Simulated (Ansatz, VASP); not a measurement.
**One calculation of Ti, two programs**

File INCAR:

```
SYSTEM = Ti
PREC = Accurate ; ENCUT = 520
EDIFF = 1E-6 ; ISMEAR = -1
SIGMA = 0.1 ; LREAL = .False.
LASPH = .True. ; NELM = 100
ALGO = Normal ; ISIF = 2
LWAVE = .False. ; LCHARG = .False.
GGA = PS ; NBANDS = 19
```

The input KPOINTS:

```
Automatic mesh
0
Gamma
  16 16 8
  0 0 0
```

The input POSCAR:

```
Ti
1.0
   -2.0028851121      1.6433273930      1.4663039739
    1.6433273930     -2.0028851121      1.4663039739
    3.6429887338      3.6429887338     -2.1248345950
Ti
2
Direct
    0.9584060301      0.0415939699      0.0000000000
    0.7915939699      0.2084060301      0.5000000000
```

Input for Ansatz:

```yaml
crystal:
  lattice:
    - [-2.0028851121, 1.643327393, 1.4663039739]
    - [1.643327393, -2.0028851121, 1.4663039739]
    - [3.6429887338, 3.6429887338, -2.124834595]
  atoms:
    - { symbol: Ti, position: [0.9584060301, 0.0415939699, 0.0] }
    - { symbol: Ti, position: [0.7915939699, 0.2084060301, 0.5] }
hamiltonian:
  xc: pbesol
  pseudopotentials:
    kind: paw
    azcp:
      Ti: "pseudopotentials/Ti.paw.azcp"
basis:
  ecutwfc: 420
  fft_grid_basis: typed
kpoints:
  mp_grid: { grid: [16, 16, 8], shift: [0, 0, 0] }
magnetization:
  spin_polarized: false
scf:
  occupations: { method: fermi_dirac, width: 0.1 }
  lower_state_search: "off"
output:
  stress: true
```

Alike in both runs: task single point; functional PBEsol; k mesh 16 × 16 × 8; occupations fermi-dirac, width 0.1 eV; no spin polarisation.

|  | VASP | Ansatz |
| --- | --- | --- |
| version | VASP 6.6.1 | Ansatz 0.2.0 |
| potentials or method | VASP PAW PBE potentials, release 64 (Ti_sv), cutoff 520 eV | plane waves (420 eV) with PAW, scalar-relativistic |
| valence electrons in the cell | 24 | 24 |

```csv
,VASP,Ansatz,Ansatz less VASP
pressure (GPa),-8.1,-7.9,+0.15
"traceless stress, the component that is largest in VASP (GPa)",-0.09,-0.09,+0.001
```

VASP's potentials were made for PBE, not for PBEsol, and Ansatz warns of the same on its side.
